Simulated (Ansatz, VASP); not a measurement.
One calculation of Cs3B4, two programs

```
Cs B
1.0
     5.97853    0.00000    0.00000
     0.00000    5.97853    0.00000
     0.00000    0.00000    5.97853
Cs B
3 4
Direct
  0.00000 0.00000 0.50000
  0.50000 0.00000 0.00000
  0.00000 0.50000 0.00000
  0.60248 0.60248 0.60248
  0.39752 0.39752 0.60248
  0.39752 0.60248 0.39752
  0.60248 0.39752 0.39752
```

Change from the starting cell: species swapped into the Ge3As4 type (P-43m, No. 215).

Alike in both runs: functional PBE; k mesh 6 × 6 × 6; occupations gaussian, width 0.1 eV; no spin polarisation.

Ansatz relaxed the structure, and its values are those at the end. VASP's run is a single point on that final structure, the one shown.

|  | VASP | Ansatz |
| --- | --- | --- |
| version | VASP 6.6.1 | Ansatz 0.2.0 |
| potentials or method | VASP PAW PBE potentials, release 64 (Cs_sv, B), cutoff 520 eV | scalar-relativistic, plane waves, PAW |
| valence electrons in the cell | 39 | 39 |

VASP gave:

| Quantity | Value |
| --- | --- |
| gap on the k mesh at the Fermi level (eV) | none |
| pressure (GPa) | 0.1 |
| rms of the force components (eV/Å) | 0.009 |

Q: Estimate Ansatz's values.

A: gap on the k mesh at the Fermi level (eV): none; pressure (GPa): 0.0; rms of the force components (eV/Å): 0.006.

A gap of «none» marks a metal or a gap that the smearing closes. With one functional, cell and mesh, what is left measures potentials, basis and numerics.

Spin-orbit coupling is off throughout.
